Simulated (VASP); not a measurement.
# ZnS (R3m) in VASP: dielectric tensor with r2SCAN

Aim: the dielectric tensor of ZnS with r2SCAN.

All numbers are computed with VASP 6.6.1; they aren't measurements. Logs are shortened: lines on timing, memory, paths and dates and some standing lists are left out, and cuts for length are marked.

## (1) The cell of the first run

Symmetry: R3m, No. 160, trigonal system. Conventional cell: a = 3.658 Å, b = 3.658 Å, c = 9.580 Å, α = 90.00°, β = 90.00°, γ = 120.00°. Within 3.0 Å of Zn (site symmetry 3m) lie 4 S at 2.29 to 2.31 Å. S (site symmetry 3m) has 4 Zn at 2.29 to 2.31 Å within 3.0 Å.

## (2) Dielectric tensor, r2SCAN (epitaxial 111 strain -4.0%)

INCAR

```
SYSTEM = ZnS
ALGO = Normal
EDIFF = 1E-8
ENCUT = 520
ISIF = 2
ISMEAR = 0
LASPH = .True.
LCALCEPS = .True.
LCHARG = .False.
LMIXTAU = .True.
LREAL = .False.
LWAVE = .False.
METAGGA = R2SCAN
NELM = 100
PREC = Accurate
SIGMA = 0.01
```

KPOINTS

```
k-points
0
Gamma
  6 6 6
  0 0 0
```

POSCAR

```
ZnS
1.0
    0.1194525264      2.7057749247      2.7057749247
    2.7057749247      0.1194525264      2.7057749247
    2.7057749247      2.7057749247      0.1194525264
Zn S
1 1
Direct
    0.0042993867      0.0042993867      0.0042993867
    0.2457006133      0.2457006133      0.2457006133
```

Potentials or basis: VASP PAW PBE potentials, release 64 (Zn, S).

Launch:

```sh
$ cat potpaw_PBE.64/Zn/POTCAR potpaw_PBE.64/S/POTCAR > POTCAR
$ mpirun -np 1 vasp_std > vasp.out
```

OUTCAR:

```text
SYSTEM = ZnS
   EDIFF = 1E-8
   ENCUT = 520
   ISIF = 2
   ISMEAR = 0
   LASPH = .True.
   LREAL = .False.
   METAGGA = R2SCAN
   NELM = 100
   PREC = Accurate

 ion  position               nearest neighbor table
   1  0.004  0.004  0.004-   2 2.29   2 2.29   2 2.29   2 2.31
   2  0.246  0.246  0.246-   1 2.29   1 2.29   1 2.29   1 2.31

  LATTYP: Found a trigonal (rhomboedric) cell.
 ALAT       =     3.8284076053
 COS(alpha) =     0.5436175018

  Lattice vectors:

 A1 = (   0.1194525264,   2.7057749247,   2.7057749247)
 A2 = (   2.7057749247,   0.1194525264,   2.7057749247)
 A3 = (   2.7057749247,   2.7057749247,   0.1194525264)

Analysis of symmetry for initial positions (statically):
=====================================================================
 Subroutine PRICEL returns:
 Original cell was already a primitive cell.

 Routine SETGRP: Setting up the symmetry group for a
 trigonal (rhombohedral) supercell.

 Subroutine GETGRP returns: Found  6 space group operations
 (whereof  6 operations were pure point group operations)
 out of a pool of 12 trial point group operations.

The static configuration has the point symmetry C_3v.

Analysis of symmetry for dynamics (positions and initial velocities):
=====================================================================
 Subroutine PRICEL returns:
 Original cell was already a primitive cell.

 Routine SETGRP: Setting up the symmetry group for a
 trigonal (rhombohedral) supercell.

 Subroutine GETGRP returns: Found  6 space group operations
 (whereof  6 operations were pure point group operations)
 out of a pool of 12 trial point group operations.

The dynamic configuration has the point symmetry C_3v.

 Subroutine INISYM returns: Found  6 space group operations
 (whereof  6 operations are pure point group operations),
 and found     1 'primitive' translations

----------------------------------------------------------------------------------------

                                     Primitive cell

  volume of cell :      36.9972

  direct lattice vectors                    reciprocal lattice vectors
     0.119452526  2.705774925  2.705774925    -0.197499914  0.189149484  0.189149484
     2.705774925  0.119452526  2.705774925     0.189149484 -0.197499914  0.189149484
     2.705774925  2.705774925  0.119452526     0.189149484  0.189149484 -0.197499914

  length of vectors
     3.828407605  3.828407605  3.828407605     0.332507550  0.332507550  0.332507550

  position of ions in fractional coordinates (direct lattice)
     0.004299387  0.004299387  0.004299387
     0.245700613  0.245700613  0.245700613

  ion indices of the primitive-cell ions
   primitive index   ion index
                 1           1
                 2           2

----------------------------------------------------------------------------------------

 KPOINTS: k-points

Automatic generation of k-mesh.
 Grid dimensions read from file:
 generate k-points for:    6    6    6

 Generating k-lattice:

  Cartesian coordinates                     Fractional coordinates (reciprocal lattice)
    -0.032916652  0.031524914  0.031524914     0.166666667  0.000000000  0.000000000
     0.031524914 -0.032916652  0.031524914     0.000000000  0.166666667  0.000000000
     0.031524914  0.031524914 -0.032916652     0.000000000  0.000000000  0.166666667

  Length of vectors
     0.055417925  0.055417925  0.055417925

  Shift w.r.t. Gamma in fractional coordinates (k-lattice)
     0.000000000  0.000000000  0.000000000

 Subroutine IBZKPT returns following result:
 ===========================================

 Found     32 irreducible k-points:

 Following reciprocal coordinates:
            Coordinates               Weight
  0.000000  0.000000  0.000000      1.000000
  0.166667 -0.000000 -0.000000      6.000000
  0.333333  0.000000 -0.000000      6.000000
  0.500000  0.000000  0.000000      3.000000
  0.166667  0.166667 -0.000000      6.000000
  0.333333  0.166667 -0.000000     12.000000
[... 16 lines left out ...]
  0.500000  0.500000  0.166667      6.000000
 -0.333333  0.500000  0.166667     12.000000
 [... further k-points ...]
   k-points           NKPTS =     32   k-points in BZ     NKDIM =     32   number of bands    NBANDS=     13
   number of dos      NEDOS =    301   number of ions     NIONS =      2
   total plane-waves  NPLWV =  21952
   dimension x,y,z NGX =    28 NGY =   28 NGZ =   28
   dimension x,y,z NGXF=    56 NGYF=   56 NGZF=   56
   ions per type =               1   1
   NGX,Y,Z   is equivalent  to a cutoff of  12.16, 12.16, 12.16 a.u.
   NGXF,Y,Z  is equivalent  to a cutoff of  24.32, 24.32, 24.32 a.u.
 SYSTEM =  ZnS
   PREC   = accura    normal or accurate (medium, high low for compatibility)
   ISTART =      0    job   : 0-new  1-cont  2-samecut
   ICHARG =      2    charge: 1-file 2-atom 10-const
   ISPIN  =      1    spin polarized calculation?
   LNONCOLLINEAR =      F non collinear calculations
   LSORBIT =      F    spin-orbit coupling
   LASPH  =      T    aspherical Exc in radial PAW
   ENCUT  =  520.0 eV  38.22 Ry    6.18 a.u.   7.12  7.12  7.12*2*pi/ulx,y,z
   NELM   =    100;   NELMIN=  2; NELMDL= -5     # of ELM steps
   EDIFF  = 0.1E-07   stopping-criterion for ELM
   LREAL  =      F    real-space projection
   EDIFFG = 0.1E-06   stopping-criterion for IOM
   NSW    =      0    number of steps for IOM
   IBRION =     -1    ionic relax: 0-MD 1-quasi-New 2-CG
   NFREE  =      0    steps in history (QN), initial steepest desc. (CG)
   ISIF   =      2    stress and relaxation
   ISYM   =      2    0-nonsym 1-usesym 2-fastsym
   POTIM  = 0.5000    time-step for ionic-motion
   TEBEG  =    0.0;   TEEND  =   0.0 temperature during run
   PSTRESS=    0.0 pullay stress
   NELECT =      18.0000    total number of electrons
   NUPDOWN=      -1.0000    fix difference up-down
   EMIN   =  10.00;   EMAX   =-10.00  energy-range for DOS
   EFERMI =   0.00;   METHOD = LEGACY
   ISMEAR =     0;   SIGMA  =   0.01  broadening in eV -4-tet -1-fermi 0-gaus
   EFERMI_NEDOS =   21; number of points for ismear=-14 and -15
   IALGO  =     38    algorithm
   IMIX   =      4    mixing-type and parameters
     AMIX     =   0.40;   BMIX     =  1.00
     AMIX_MAG =   1.60;   BMIX_MAG =  1.00
  volume/ion in A,a.u.               =      18.50       124.83
  Fermi-wavevector in a.u.,A,eV,Ry     =   1.287585  2.433183 22.556764  1.657875
  Thomas-Fermi vector in A             =   2.419590
   LORBIT       =      0    0 simple, 1 ext, 2 COOP (PROOUT), +10 PAW based schemes
   METAGGA = R2SCAN    functional components
   LHFCALC =     F    Hartree Fock is set to
   AEXX    =    0.0000 exact exchange contribution
   IVDW    =     0    specifies the selected vdW correction
   LEPSILON=     F    determine dielectric tensor
   LRPA    =     F    only Hartree local field effects (RPA)
   LRPA       =     F
 non-spin polarized calculation
 Gauss-broadening in eV      SIGMA  =   0.01
  energy-cutoff  :      520.00
  volume of cell :       37.00
 maximum number of plane-waves:      1010
   NGX = 15   NGY = 15   NGZ = 15

 number of electron      17.9999995 magnetization

 Free energy of the ion-electron system (eV)
  ---------------------------------------------------
  ext. energy  EPLUGINS =         0.00000000
  ---------------------------------------------------
  free energy    TOTEN  =       -18.79475090 eV

  energy without entropy =      -18.79475090  energy(sigma->0) =      -18.79475090

 E-fermi :   2.6600     XC(G=0): -10.6169

 val. band max:        2.6135595383   @ k =   0.0000   0.0000   0.0000
 cond. band min:   10000.0000000000   @ k =   0.0000   0.0000   0.0000
 fundamental gap:   9997.3864404617
 Fermi energy:         2.6600304043

 k-point     1 :       0.0000    0.0000    0.0000
  band No.  band energies     occupation
      1     -11.6852      2.00000
      2      -4.3592      2.00000
      3      -4.2896      2.00000
      4      -4.2890      2.00000
      5      -3.6922      2.00000
      6      -3.6921      2.00000
      7       2.1454      2.00000
      8       2.6135      2.00000
      9       2.6136      2.00000
     10   10000.0000      0.00000
     11   10000.0000      0.00000
     12   10000.0000      0.00000
     13   10000.0000      0.00000

 k-point     2 :       0.1667   -0.0000   -0.0000
  band No.  band energies     occupation
      1     -11.4428      2.00000
      2      -4.3306      2.00000
      3      -4.2702      2.00000
      4      -4.2521      2.00000
      5      -3.6989      2.00000
      6      -3.6909      2.00000
      7       0.8159      2.00000
      8       1.9241      2.00000
      9       2.3240      2.00000
     10   10000.0000      0.00000
     11   10000.0000      0.00000
     12   10000.0000      0.00000
     13   10000.0000      0.00000

 k-point     3 :       0.3333    0.0000   -0.0000
  band No.  band energies     occupation
      1     -10.8869      2.00000
      2      -4.2373      2.00000
      3      -4.1949      2.00000
      4      -4.1272      2.00000
      5      -3.6885      2.00000
      6      -3.6644      2.00000
      7      -1.6257      2.00000
      8       1.4297      2.00000
      9       1.8255      2.00000
     10   10000.0000      0.00000
     11   10000.0000      0.00000
     12   10000.0000      0.00000
     13   10000.0000      0.00000
[... 305 lines left out ...]
 k-point    23 :       0.5000    0.5000    0.1667
  band No.  band energies     occupation
      1     -10.3825      2.00000
      2      -4.3001      2.00000
      3      -3.9695      2.00000
      4      -3.9084      2.00000
      5      -3.6287      2.00000
      6      -3.5291      2.00000
      7      -2.2474      2.00000
      8      -0.5459      2.00000
      9       0.5549      2.00000
     10   10000.0000      0.00000
     11   10000.0000      0.00000
     12   10000.0000      0.00000
     13   10000.0000      0.00000

 k-point    24 :      -0.3333    0.5000    0.1667
  band No.  band energies     occupation
      1     -10.2350      2.00000
      2      -4.2312      2.00000
      3      -3.9612      2.00000
      4      -3.8524      2.00000
      5      -3.6662      2.00000
      6      -3.2969      2.00000
      7      -2.4522      2.00000
      8      -0.6448      2.00000
      9      -0.3081      2.00000
     10   10000.0000      0.00000
     11   10000.0000      0.00000
     12   10000.0000      0.00000
     13   10000.0000      0.00000

 [... further k-points ...]

------------------------ aborting loop because EDIFF is reached ----------------------------------------

            Ionic dipole moment: p[ion]=(     8.43918     8.43918     8.43918 ) |e| Angst

 Total electronic dipole moment: p[elc]=(    -0.11267    -0.11267    -0.10391 ) |e| Angst

 MACROSCOPIC STATIC DIELECTRIC TENSOR (including local field effects)
 ------------------------------------------------------
           5.403916     0.122496     0.122496
           0.122496     5.403916     0.122496
           0.122496     0.122496     5.403916
 ------------------------------------------------------

 PIEZOELECTRIC TENSOR (including local field effects) (e Angst)
          XX          YY          ZZ          XY          YZ          ZX
  --------------------------------------------------------------------------------
  x     0.18232    -0.09008    -0.09008     0.00410    -1.49569     0.00411
  y    -0.09008     0.18232    -0.09008     0.00411     0.00410    -1.49569
  z    -0.09008    -0.09008     0.18232    -1.49569     0.00411     0.00410

 PIEZOELECTRIC TENSOR (including local field effects) (C/m^2)
          XX          YY          ZZ          XY          YZ          ZX
  --------------------------------------------------------------------------------
  x     0.07896    -0.03901    -0.03901     0.00178    -0.64771     0.00178
  y    -0.03901     0.07896    -0.03901     0.00178     0.00178    -0.64771
  z    -0.03901    -0.03901     0.07896    -0.64771     0.00178     0.00178

 BORN EFFECTIVE CHARGES (including local field effects) (in |e|, cummulative output)
 ---------------------------------------------------------------------------------
 ion    1
    1     1.92777     0.05595     0.05595
    2     0.05595     1.92777     0.05595
    3     0.05595     0.05595     1.92777
 ion    2
    1    -1.92777    -0.05595    -0.05595
    2    -0.05595    -1.92777    -0.05595
    3    -0.05595    -0.05595    -1.92777

  FORCE on cell =-STRESS in cart. coord.  units (eV):
  Direction    XX          YY          ZZ          XY          YZ          ZX
  --------------------------------------------------------------------------------------
  -------------------------------------------------------------------------------------
  Total        1.1305657      1.1305657      1.1305657     -0.5597875     -0.5597875     -0.5597875
  in kB       48.9595291     48.9595291     48.9595291    -24.2417873    -24.2417873    -24.2417873
  external PRESSURE =      48.9595291 kB  Pullay stress =       0.0000000 kB

 VOLUME and BASIS-vectors are now :
 -----------------------------------------------------------------------------
  energy-cutoff  :      520.00
  volume of cell :       37.00
      direct lattice vectors                 reciprocal lattice vectors
     0.119452526  2.705774925  2.705774925    -0.197499914  0.189149484  0.189149484
     2.705774925  0.119452526  2.705774925     0.189149484 -0.197499914  0.189149484
     2.705774925  2.705774925  0.119452526     0.189149484  0.189149484 -0.197499914

 POSITION                                       TOTAL-FORCE (eV/Angst)
 -----------------------------------------------------------------------------------
      0.02378      0.02378      0.02378         0.002336      0.002336      0.002336
      1.35897      1.35897      1.35897        -0.002336     -0.002336     -0.002336
 -----------------------------------------------------------------------------------
    total drift:                                0.001619      0.001619      0.001619

  FREE ENERGIE OF THE ION-ELECTRON SYSTEM (eV)
  ---------------------------------------------------
  free  energy   TOTEN  =       -18.7947509038 eV

  energy  without entropy=      -18.7947509038  energy(sigma->0) =      -18.79475090
```

Run time: 29 min. Hardware: 1 thread of Intel Xeon Platinum 8259CL at 2.50GHz (Skylake/Cascade Lake), shared host; peak memory 0.28 GiB.

What came out:

```
Band gap on the k mesh                  : 2.69 eV
Electronic dielectric tensor (diagonal) : 5.40
Born charges (mean of the diagonal)     : Zn +1.93; S -1.93 e
```

Electronic dielectric tensor:
```
5.40 0.12 0.12
0.12 5.40 0.12
0.12 0.12 5.40
```

Born effective charge tensors (e):
atom 1, Zn
```
1.93 0.06 0.06
0.06 1.93 0.06
0.06 0.06 1.93
```
atom 2, S
```
-1.93 -0.06 -0.06
-0.06 -1.93 -0.06
-0.06 -0.06 -1.93
```

Dipole moments of the cell (e·Å, modulo the quantum): ionic 8.439, 8.439, 8.439; electronic -0.113, -0.113, -0.104

Caveat: the cell differs from its parent crystal (epitaxial 111 strain -4.0%); the PAW data sets were made with another functional, which shifts forces and pressure a little.

The gap in the log of VASP goes by the Fermi energy; the results here count the filled bands.